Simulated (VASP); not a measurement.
Runs of VASP 6.6.1 on FeO. The structure is that of space group Fm-3m (No. 225), or close to it. The cells are those of the table. 

```tsv
task	level	potentials or basis	U	cell	k mesh	cutoff (eV)	smearing	gap on the mesh (eV)	pressure (GPa)	moment (μB)
single point	LDA	VASP PAW LDA potentials, release 64 (Fe, O)	-	a = 3.070 Å, angles 59.3°, 2 atoms	11 × 11 × 11	520	fermi-dirac 0.05 eV	none	(a)	3.99
single point	LDA	VASP PAW LDA potentials, release 64 (Fe_sv, O)	-	a = 3.070 Å, angles 59.3°, 2 atoms	9 × 9 × 9	600	fermi-dirac 0.05 eV	none	-18.6	3.99
single point	revPBE+U	VASP PAW PBE potentials, release 64 (Fe, O)	Fe d U = 8.0 eV	a = 2.982, b = 2.996, c = 3.035 Å, angles 61.1, 59.4, 60.6°, 2 atoms	11 × 11 × 11	600	fermi-dirac 0.02 eV	none	(c)	4.00
single point	PBEsol	VASP PAW PBE potentials, release 64 (Fe, O)	-	a = 3.090 Å, angles 59.3°, 2 atoms	11 × 11 × 11	520	fermi-dirac 0.05 eV	none	(b)	4.00
single point	PBEsol	VASP PAW PBE potentials, release 64 (Fe, O)	-	a = 3.130 Å, angles 59.3°, 2 atoms	11 × 11 × 11	520	fermi-dirac 0.05 eV	none	-17.8	4.00
single point	LDA	VASP PAW LDA potentials, release 64 (Fe, O)	-	a = 3.049 Å, angles 59.3°, 2 atoms	11 × 11 × 11	520	fermi-dirac 0.05 eV	none	-13.0	3.98
single point	PBEsol	VASP PAW PBE potentials, release 64 (Fe, O)	-	a = 2.988 Å, angles 61.1°, 2 atoms	11 × 11 × 11	520	fermi-dirac 0.05 eV	none	-1.7	4.00
single point	PBE	VASP PAW PBE potentials, release 64 (Fe_sv, O)	-	a = 3.007 Å, angles 59.3°, 2 atoms	11 × 11 × 11	600	fermi-dirac 0.05 eV	none	9.1	4.00
relaxation of cell and atoms	PBEsol	VASP PAW PBE potentials, release 64 (Fe, O)	-	relaxed to 20 GPa from a = 3.070 Å, angles 59.3°, 2 atoms	11 × 11 × 11	600	fermi-dirac 0.05 eV	none	20.0	3.84
single point	PBEsol	VASP PAW PBE potentials, release 64 (Fe, O)	-	a = 3.028 Å, angles 59.3°, 2 atoms	11 × 11 × 11	520	fermi-dirac 0.05 eV	none	-1.7	4.00
single point	PBEsol	VASP PAW PBE potentials, release 64 (Fe, O)	-	a = 3.029 Å, angles 60.2°, 2 atoms	11 × 11 × 11	520	fermi-dirac 0.05 eV	none	-5.7	4.00
```

Alike in all rows: spin collinear, ferromagnetic start.

Problem. Fill in the values left out.

Solution. (a) -16.2; (b) -12.4; (c) 11.3.

Caveats: a cell with one magnetic atom can't hold antiferromagnetic order, which such compounds often take; semilocal functionals often make such compounds metallic where correlation or magnetic order opens a gap, which also shifts bond lengths (at least some runs); the PAW data sets were made with another functional, which shifts forces and pressure a little (at least some runs); the cell stands under tension (at least some runs); the cell stands under pressure (at least some runs); the cell is relaxed towards a set pressure, so the run minimises the enthalpy, not the energy (at least some runs).

A gap of «none» marks levels without a gap at the run's occupations.

The runs don't all hold the same shells in valence.
